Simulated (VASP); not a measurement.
# Sb in VASP: single point with PBEsol+D4

Aim: the single point of Sb with PBEsol+D4.

Everything below comes from runs of VASP 6.6.1. Logs are shortened: lines on timing, memory, paths and dates and some standing lists are left out, and cuts for length are marked.

## (1) The cell of the first run

The cell holds a slab with vacuum, 6 atoms: a = 6.942 Å, b = 6.942 Å, c = 23.490 Å, α = 90.00°, β = 90.00°, γ = 120.00°.

## (2) Single point, PBEsol+D4

File INCAR:

```
PREC = Accurate
ENCUT = 400
EDIFF = 1E-6
ISMEAR = 0
SIGMA = 0.04
LREAL = False
LASPH = True
NELM = 120
ALGO = Normal
ISIF = 2
LWAVE = False
LCHARG = True
LDIPOL = True
IDIPOL = 3
DIPOL = 0.5 0.5 0.653
GGA = PS
IVDW = 13
LELF = True
LVHAR = True
LVACPOTAV = True
NBANDS = 24
GGA_COMPAT = False
NELMDL = -8
```

File KPOINTS:

```
regular mesh
0
Gamma
  6 6 1
```

File POSCAR:

```
Sb
1.0
    6.9415999485      0.0000000000      0.0000000000
   -3.4707999743      6.0116018983      0.0000000000
    0.0000000000      0.0000000000     23.4900000000
Sb
6
Direct
    0.5000000000      0.3333330000      0.6182891645
    0.1567912596      0.6588214970      0.6180339295
    0.8240853147      0.9891118382      0.6179023488
    0.1627339294     -0.0031083071      0.6872971332
    0.8277622571      0.3238083232      0.6885350189
    0.4902700563      0.6604542200      0.6887408544
```

Potentials or basis: VASP PAW PBE potentials, release 64 (Sb).

On the command line:

```
> cat potpaw_PBE.64/Sb/POTCAR > POTCAR
> mpirun -np 1 vasp_std > vasp.out
```

OUTCAR:

```text
PREC = Accurate
   ENCUT = 400
   EDIFF = 1E-6
   ISMEAR = 0
   LREAL = False
   LASPH = True
   NELM = 120
   ISIF = 2
   GGA = PS
   IVDW = 13
   NELMDL = -8

 ion  position               nearest neighbor table
   1  0.500  0.333  0.618-   6 2.84   5 2.84   4 2.85
   2  0.157  0.659  0.618-   5 2.84   4 2.84   6 2.84
   3  0.824  0.989  0.618-   6 2.84   4 2.84   5 2.84
   4  0.163  0.997  0.687-   3 2.84   2 2.84   1 2.85
   5  0.828  0.324  0.689-   1 2.84   2 2.84   3 2.84
   6  0.490  0.660  0.689-   1 2.84   3 2.84   2 2.84

  LATTYP: Found a hexagonal cell.
 ALAT       =     6.9415999485
 C/A-ratio  =     3.3839460894

  Lattice vectors:

 A1 = (   6.9415999485,   0.0000000000,   0.0000000000)
 A2 = (  -3.4707999743,   6.0116018983,   0.0000000000)
 A3 = (   0.0000000000,   0.0000000000,  23.4900000000)

Analysis of symmetry for initial positions (statically):
=====================================================================
 Subroutine PRICEL returns:
 Original cell was already a primitive cell.

 Routine SETGRP: Setting up the symmetry group for a
 hexagonal supercell.

 Subroutine GETGRP returns: Found  1 space group operations
 (whereof  1 operations were pure point group operations)
 out of a pool of 24 trial point group operations.

The static configuration has the point symmetry C_1 .

Analysis of symmetry for dynamics (positions and initial velocities):
=====================================================================
 Subroutine PRICEL returns:
 Original cell was already a primitive cell.

 Routine SETGRP: Setting up the symmetry group for a
 hexagonal supercell.

 Subroutine GETGRP returns: Found  1 space group operations
 (whereof  1 operations were pure point group operations)
 out of a pool of 24 trial point group operations.

The dynamic configuration has the point symmetry C_1 .

 Subroutine INISYM returns: Found  1 space group operations
 (whereof  1 operations are pure point group operations),
 and found     1 'primitive' translations

----------------------------------------------------------------------------------------

                                     Primitive cell

  volume of cell :     980.2409

  direct lattice vectors                    reciprocal lattice vectors
     6.941599949  0.000000000  0.000000000     0.144059008  0.083172507  0.000000000
    -3.470799974  6.011601898  0.000000000     0.000000000  0.166345014  0.000000000
     0.000000000  0.000000000 23.490000000     0.000000000  0.000000000  0.042571307

  length of vectors
[... 97 lines left out ...]
   NUPDOWN=      -1.0000    fix difference up-down
   EMIN   =  10.00;   EMAX   =-10.00  energy-range for DOS
   EFERMI =   0.00;   METHOD = LEGACY
   ISMEAR =     0;   SIGMA  =   0.04  broadening in eV -4-tet -1-fermi 0-gaus
   EFERMI_NEDOS =   21; number of points for ismear=-14 and -15
   IALGO  =     38    algorithm
   IMIX   =      4    mixing-type and parameters
     AMIX     =   0.40;   BMIX     =  1.00
     AMIX_MAG =   1.60;   BMIX_MAG =  1.00
  volume/ion in A,a.u.               =     163.37      1102.50
  Fermi-wavevector in a.u.,A,eV,Ry     =   0.512080  0.967691  3.567798  0.262226
  Thomas-Fermi vector in A             =   1.525888
   LORBIT       =      0    0 simple, 1 ext, 2 COOP (PROOUT), +10 PAW based schemes
   GGA     = PS    functional components
   LHFCALC =     F    Hartree Fock is set to
   AEXX    =    0.0000 exact exchange contribution
   IVDW    =    13    specifies the selected vdW correction
   LEPSILON=     F    determine dielectric tensor
   LRPA    =     F    only Hartree local field effects (RPA)
 non-spin polarized calculation
 Gauss-broadening in eV      SIGMA  =   0.04
  energy-cutoff  :      400.00
  volume of cell :      980.24
 maximum number of plane-waves:     17841
 NGX is ok and might be reduce to    48
   NGX = 23   NGY = 23   NGZ = 77

 dipolmoment           0.000000      0.000000     -0.000002 electrons x Angstroem

 number of electron      30.0000001 magnetization

 dipolmoment           0.000000      0.000000      0.000024 electrons x Angstroem

 Free energy of the ion-electron system (eV)
  ---------------------------------------------------
  ext. energy  EPLUGINS =         0.00000000
  ---------------------------------------------------
  free energy    TOTEN  =       -26.18976309 eV

  energy without entropy =      -26.18976309  energy(sigma->0) =      -26.18976309

 E-fermi :  -2.3902     XC(G=0):  -2.3483

 val. band max:       -2.5999897468   @ k =   0.0000   0.0000   0.0000
 cond. band min:      -1.5641234527   @ k =   0.3333   0.3333   0.0000
 fundamental gap:      1.0358662941
 Fermi energy:        -2.3901732087

 k-point     1 :       0.0000    0.0000    0.0000
  band No.  band energies     occupation
      1     -14.4358      2.00000
      2     -11.3738      2.00000
      3     -11.3674      2.00000
      4     -11.3507      2.00000
      5     -11.3437      2.00000
      6      -9.1945      2.00000
[... 529 lines left out ...]
     23       1.0011      0.00000
     24       1.0066      0.00000

------------------------ aborting loop because EDIFF is reached ----------------------------------------

 vacuum level on the upper side and lower side of the slab       (xc-potential included)        -0.139        -0.129

  DFT-D4 for vdW energy calculation

  Edisp (eV):   -0.80813

  FORCE on cell =-STRESS in cart. coord.  units (eV):
  Direction    XX          YY          ZZ          XY          YZ          ZX
  --------------------------------------------------------------------------------------
  -------------------------------------------------------------------------------------
  Total       0.38044     0.37776     0.53276    -0.00272     0.00380     0.00173
  in kB       0.62182     0.61745     0.87078    -0.00445     0.00621     0.00282
  external pressure =        0.70 kB  Pullay stress =        0.00 kB

 VOLUME and BASIS-vectors are now :
 -----------------------------------------------------------------------------
  energy-cutoff  :      400.00
  volume of cell :      980.24
      direct lattice vectors                 reciprocal lattice vectors
     6.941599949  0.000000000  0.000000000     0.144059008  0.083172507  0.000000000
    -3.470799974  6.011601898  0.000000000     0.000000000  0.166345014  0.000000000
     0.000000000  0.000000000 23.490000000     0.000000000  0.000000000  0.042571307

 POSITION                                       TOTAL-FORCE (eV/Angst)
 -----------------------------------------------------------------------------------
      2.31387      2.00387     14.52361        -0.049689     -0.077986     -0.118275
     -1.19826      3.96057     14.51762         0.076084      0.001713     -0.109622
      2.28746      5.94615     14.51453        -0.027456      0.073926     -0.105901
     -2.33038      5.99292     16.14461        -0.004562     -0.020810      0.124595
      4.62212      1.94661     16.17369        -0.015466      0.015662      0.106370
      1.11095      3.97039     16.17852         0.021089      0.007494      0.102833
 -----------------------------------------------------------------------------------
    total drift:                                0.000020     -0.000067      0.000147

  FREE ENERGIE OF THE ION-ELECTRON SYSTEM (eV)
  ---------------------------------------------------
  free  energy   TOTEN  =       -26.9978923002 eV

  energy  without entropy=      -26.9978923002  energy(sigma->0) =      -26.99789230

 vacuum level on the upper side and lower side of the slab         2.095         2.095
```

stdout:

```text
POSCAR found type information on POSCAR Sb
 POSCAR found :  1 types and       6 ions
 scaLAPACK will be used
 -----------------------------------------------------------------------------
|                                                                             |
|                                                                             |
|     You enforced a specific xc type in the INCAR file but a different       |
|     I HOPE YOU KNOW WHAT YOU ARE DOING!                                     |
|                                                                             |
 -----------------------------------------------------------------------------

 LDA part: xc-table for (Slater+PW92), standard interpolation
 POSCAR, INCAR and KPOINTS ok, starting setup
 FFT: planning ... GRIDC
 FFT: planning ... GRID_SOFT
 FFT: planning ... GRID
 WAVECAR not read
 entering main loop
```

It took 15 min on 1 thread of Oxide Virtual Turin-like, shared host; peak memory 0.76 GiB.

Results:

```
Free energy                            : -26.9979 eV
Largest force                          : 0.150 eV/Å
Band gap on the k mesh                 : 1.04 eV
Dispersion energy per atom             : -0.135 eV
Ionisation potential of the upper face : 4.70 eV
```

Forces on the atoms (eV/Å):
```
Sb  -0.050 -0.078 -0.118
Sb   0.076  0.002 -0.110
Sb  -0.027  0.074 -0.106
Sb  -0.005 -0.021  0.125
Sb  -0.015  0.016  0.106
Sb   0.021  0.007  0.103
```

Caveat: the PAW data sets were made with another functional, which shifts forces and pressure a little; spin-orbit coupling is left out, which moves the levels of the heavy elements.
